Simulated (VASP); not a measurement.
Write the native input for VASP 6.6.1 that does the following.

* Task: single point
* Functional: LDA
* Potentials or basis: VASP PAW LDA potentials, release 64 (Ag, Rh_pv)
* Cutoff: 520 eV
* k mesh: 9 × 9 × 5
* Occupations: methfessel-paxton, width 0.005 eV
* Spin: no spin polarisation
* Dipole correction: no
* Further INCAR settings: ALGO = Normal; EDIFF = 1e-06; NBANDS = 20

The structure of AgRh lies in POSCAR:

```
AgRh
1.0
    2.7775881998      0.0000000000      0.0000000000
   -1.3887940999      2.4054619423      0.0000000000
    0.0000000000      0.0000000000      4.8086020000
Ag Rh
1 1
Direct
    0.0000000000      0.0000000000      0.5000000000
    0.6666666667      0.3333333333      0.0000000000
```

One way to write it, as run:

INCAR

```
ALGO = Normal
EDIFF = 1E-6
ENCUT = 520
ISIF = 2
ISMEAR = 1
LASPH = T
LCHARG = F
LREAL = F
LWAVE = F
NBANDS = 20
NELM = 60
PREC = Accurate
SIGMA = 0.005
```

KPOINTS

```
k-points
0
Gamma
  9 9 5
```

Potentials or basis: VASP PAW LDA potentials, release 64 (Ag, Rh_pv).

Launch:

```bash
$ cat potpaw_LDA.64/Ag/POTCAR potpaw_LDA.64/Rh_pv/POTCAR > POTCAR
$ mpirun -np 1 vasp_std > vasp.out
```

It gave:

- Pressure: -15.2 GPa
- Band gap on the k mesh: zero (band 13 reaches 9.45 eV, above the bottom of band 14 at 8.45 eV)

Run time: 7.1 s on 1 thread of Intel(R) Xeon(R) 6975P-C (Granite Rapids), on a shared host, peak memory 0.15 GiB.
